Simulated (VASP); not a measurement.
# TiAl: single point with LDA

Crystal: TiAl.

```xyz
2
Lattice="2.8120 0.0000 0.0000 -1.4060 2.4353 0.0000 0.0000 0.0000 4.5900" Properties=species:S:1:pos:R:3 pbc="T T T"
Ti    0.0000    0.0000    0.0000
Al    0.0000    1.6235    2.2950
```

```yaml
Program: VASP 6.6.1
Task: single point
Functional: LDA
Potentials_or_basis: VASP PAW LDA potentials, release 64 (Ti_sv, Al)
Cutoff: 520 eV
k_mesh: 21 × 21 × 12
Occupations: gaussian, width 0.15 eV
Spin: collinear spin
Starting_moments: "[0.25, 0.0] μB"
Fixed_moment: 0.25 μB
Dipole_correction: no
Further_INCAR_settings: ALGO = Normal; EDIFF = 1e-06; NBANDS = 18
```

```yaml
Pressure: 0.1 GPa
Net_moment: 0.25 μB per cell
Site_moments: Ti +0.14; Al +0.01 μB
Valence_electrons_inside_the_program's_atomic_spheres: Ti 10.35; Al 0.84
```

Stress tensor (GPa, compression positive):
```
 0.27  0.00  0.00
 0.00  0.27  0.00
 0.00  0.00 -0.14
```

Wall time 2.4 min on 1 thread of Intel(R) Xeon(R) Platinum 8488C (Sapphire Rapids), with other jobs on the host, peak memory 0.37 GiB.

Caveat: the total moment is fixed, so each spin has its own Fermi level.
